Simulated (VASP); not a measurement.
Write the native input for VASP 6.6.1 that does the following.

```yaml
Task: single point
Functional: r2SCAN
Potentials_or_basis: VASP PAW PBE potentials, release 64 (Ge_d)
Cutoff: 520 eV
k_mesh: 28 × 28 × 24
Occupations: gaussian, width 0.15 eV
Spin: no spin polarisation
Dipole_correction: no
Further_INCAR_settings: ALGO = Normal; EDIFF = 1e-06; NBANDS = 13
```

The system is Ge.

```
Ge
1.0
     1.40577   -2.58543    0.00000
     1.40577    2.58543    0.00000
     0.00000    0.00000    2.57517
Ge
1
Cartesian
  1.4058 0.0000 0.0000
```

This cell differs from its parent crystal: ratio of the length along z to the lengths across it x 0.96, volume and fractional coordinates fixed.

The input as run:

POSCAR

```
Ge
1.0
    1.4057701617     -2.5854312495      0.0000000000
    1.4057701617      2.5854312495      0.0000000000
    0.0000000000      0.0000000000      2.5751717511
Ge
1
Direct
    0.5000000000      0.5000000000      0.0000000000
```

INCAR.step1

```
SYSTEM = Ge
PREC = Accurate ; ENCUT = 520
ISMEAR = 0 ; SIGMA = 0.15
LREAL = .FALSE. ; LASPH = .TRUE.
NELM = 60 ; NBANDS = 13
GGA = PE ; ALGO = Normal
EDIFF = 1E-4 ; LWAVE = .TRUE.
LCHARG = .FALSE.
```

INCAR.step2

```
SYSTEM = Ge
PREC = Accurate ; ENCUT = 520
EDIFF = 1E-6 ; ISMEAR = 0
SIGMA = 0.15 ; LREAL = .FALSE.
LASPH = .TRUE. ; NELM = 60
ALGO = Normal ; ISIF = 2
LWAVE = .FALSE. ; LCHARG = .FALSE.
METAGGA = R2SCAN ; LMIXTAU = .TRUE.
NBANDS = 13 ; ISTART = 1
```

KPOINTS

```
regular mesh
0
G
  28 28 24
  0 0 0
```

Potentials or basis: VASP PAW PBE potentials, release 64 (Ge_d).

Run with:

```bash
$ cat potpaw_PBE.64/Ge_d/POTCAR > POTCAR
$ cp INCAR.step1 INCAR
$ mpirun -np 1 vasp_std > vasp.out
$ cp INCAR.step2 INCAR
$ mpirun -np 1 vasp_std > vasp.out
```

Results of the run:

The pressure is 0.0 GPa. The band gap on the k mesh is zero (bands 7 and 8 overlap by 10.75 eV).

Caveat: the PAW data sets were made with another functional, which shifts forces and pressure a little.

Wall time 24 min on 1 thread of Oxide Virtual Turin-like Processor, with other jobs on the host, peak memory 0.63 GiB.
